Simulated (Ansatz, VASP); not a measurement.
# Two plane-wave programs on MgTe

POSCAR

```
MgTe
1.0
    4.6691883588      0.0000000000      0.0000000000
   -2.3345941794      4.0436357338      0.0000000000
    0.0000000000      0.0000000000      7.3343597568
Mg Te
2 2
Direct
    0.3333333333      0.6666666667     -0.0041461465
    0.6666666667      0.3333333333      0.4958538535
    0.3333333333      0.6666666667      0.3791461465
    0.6666666667      0.3333333333      0.8791461465
```

The input INCAR.step1:

```
PREC = Accurate ; ENCUT = 520
EDIFF = 1E-5 ; ISMEAR = 0
SIGMA = 0.01 ; LREAL = F
LASPH = T ; NELM = 120
ALGO = Normal ; ISIF = 2
LWAVE = T ; LCHARG = F
NBANDS = 16 ; GGA = PE
GGA_COMPAT = F
```

File INCAR.step2:

```
PREC = Accurate ; ENCUT = 520
EDIFF = 1E-6 ; ISMEAR = 0
SIGMA = 0.01 ; LREAL = F
LASPH = T ; NELM = 120
ALGO = Normal ; ISIF = 2
LWAVE = F ; LCHARG = F
GGA = PE ; LHFCALC = T
HFSCREEN = 0.2079 ; PRECFOCK = Normal
NBANDS = 16 ; ISTART = 1
GGA_COMPAT = F
```

The input KPOINTS:

```
regular mesh
0
Gamma
  6 6 2
```

Input for Ansatz:

```yaml
crystal:
  lattice:
    - [4.6691883588, 0.0, 0.0]
    - [-2.3345941794, 4.0436357338, 0.0]
    - [0.0, 0.0, 7.3343597568]
  atoms:
    - { symbol: Mg, position: [0.3333333333, 0.6666666667, -0.0041461465] }
    - { symbol: Mg, position: [0.6666666667, 0.3333333333, 0.4958538535] }
    - { symbol: Te, position: [0.3333333333, 0.6666666667, 0.3791461465] }
    - { symbol: Te, position: [0.6666666667, 0.3333333333, 0.8791461465] }
kpoints:
  mp_grid: { grid: [6, 6, 2] }
  band_path:
    path:
      - [0.0, 0.0, 0.0]
      - [0.5, 0.0, 0.0]
      - [0.3333333333, 0.3333333333, 0.0]
      - [0.0, 0.0, 0.5]
      - [0.5, 0.0, 0.5]
      - [0.3333333333, 0.3333333333, 0.5]
    npoints: 1
hamiltonian:
  xc: hse06
scf:
  occupations: { method: fixed }
  n_extra_bands: 5
output:
  forces: true
  stress: true
  eigenvalues: true
```

Change from the starting cell: epitaxial_xy strain +2.0%.

Alike in both runs: task single point; functional HSE06; k mesh 6 × 6 × 2; no spin polarisation.

```csv
,VASP,Ansatz
version,VASP 6.6.1,Ansatz 0.2.0
potentials or method,"VASP PAW PBE potentials, release 64 (Mg, Te)","plane waves, PAW"
plane-wave cutoff (eV),520,420
occupations,"gaussian, width 0.01 eV",fixed
valence electrons in the cell,16,52
```

Ansatz gave:

| Property | Result |
| --- | --- |
| gap on the k mesh at the Fermi level (eV) | 3.07 |
| pressure (GPa) | -0.9 |
| traceless stress, the component that is largest in VASP (GPa) | 0.80 |

Q: Which values does VASP return?

A: gap on the k mesh at the Fermi level (eV): 2.96; pressure (GPa): -1.1; traceless stress, the component that is largest in VASP (GPa): 0.81.

VASP's potentials hold 16 valence electrons a cell and Ansatz's 52, so a difference there can come from the potentials and not from the codes. Ansatz's warnings: stress exchange threshold loose, stress scf threshold loose.

The k mesh is coarse, so the values compare programs but aren't converged. Spin-orbit coupling is off throughout.
